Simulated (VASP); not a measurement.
Here is a VASP 6.6.1 calculation.

The input INCAR:

```
  ALGO = Normal
  EDIFF = 1E-7
  ENCUT = 520
  GGA = PE
  ISIF = 2
  ISMEAR = 0
  LASPH = T
  LCHARG = T
  LELF = T
  LREAL = F
  LVHAR = T
  LWAVE = F
  NBANDS = 24
  NELM = 100
  PREC = Accurate
  SIGMA = 0.1
```

Contents of KPOINTS:

```
k-points
0
Gamma
  12 12 8
```

File POSCAR:

```
BiTe3
1.0
    5.6712694289      0.0000000000      0.0000000000
   -2.8356347145      4.9114633971      0.0000000000
    0.0000000000      0.0000000000      6.0041245815
Bi Te
1 3
Direct
    0.0000000000      0.0000000000      0.0000000000
    0.3333333333      0.6666666667      0.0000000000
    0.6666666667      0.3333333333      0.0000000000
    0.0000000000      0.0000000000      0.5000000000
```

Potentials or basis: VASP PAW PBE potentials, release 64 (Bi_d, Te).

Launch:

```sh
$ cat potpaw_PBE.64/Bi_d/POTCAR potpaw_PBE.64/Te/POTCAR > POTCAR
$ mpirun -np 1 vasp_std > vasp.out
```

(1) Estimate the pressure.

Answers

(1) -0.1 GPa.
